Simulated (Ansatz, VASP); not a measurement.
# Ge: VASP beside Ansatz

File INCAR:

```
SYSTEM = Ge
  PREC = Accurate
  ENCUT = 520
  EDIFF = 1E-8
  ISMEAR = -1
  SIGMA = 0.05
  LREAL = .False.
  LASPH = .True.
  NELM = 100
  ALGO = Normal
  ISIF = 2
  LWAVE = .False.
  LCHARG = .False.
  GGA = PE
  LEFG = .True.
  NBANDS = 21
```

Contents of KPOINTS:

```
regular mesh
0
Gamma
  11 11 11
  0 0 0
```

Contents of POSCAR:

```
Ge
1.0
    0.0000000000      2.9092252936      2.9092252936
    2.9092252936      0.0000000000      2.9092252936
    2.9092252936      2.9092252936      0.0000000000
Ge
2
Direct
    0.0000000000      0.0000000000      0.0000000000
    0.2500000000      0.2500000000      0.2500000000
```

Input for Ansatz:

```yaml
crystal:
  lattice:
    - [0.0, 2.9092252936, 2.9092252936]
    - [2.9092252936, 0.0, 2.9092252936]
    - [2.9092252936, 2.9092252936, 0.0]
  atoms:
    - { symbol: Ge, position: [0.0, 0.0, 0.0] }
    - { symbol: Ge, position: [0.25, 0.25, 0.25] }
kpoints:
  mp_grid: { grid: [11, 11, 11] }
scf:
  occupations: { method: fermi_dirac, width: 0.05 }
hamiltonian:
  xc: pbe
  pseudopotentials: { kind: paw }
output:
  forces: true
  stress: true
  eigenvalues: true
  efg: { contact_densities: true }
```

Change from the starting cell: volume scaled by 1.03, PAW files.

Alike in both runs: task electric field gradients; functional PBE; k mesh 11 × 11 × 11; occupations fermi-dirac, width 0.05 eV; no spin polarisation.

```csv
,VASP,Ansatz
version,VASP 6.6.1,Ansatz 0.2.0
potentials or method,"VASP PAW PBE potentials, release 64 (Ge_d)","PAW with Ansatz's default frozen-core files, scalar-relativistic"
plane-wave cutoff (eV),520,420
valence electrons in the cell,28,28
```

Ansatz gave:

- pressure (GPa): -1.6

Task: Which values does VASP return?

Result: Pressure (GPa): -1.7.
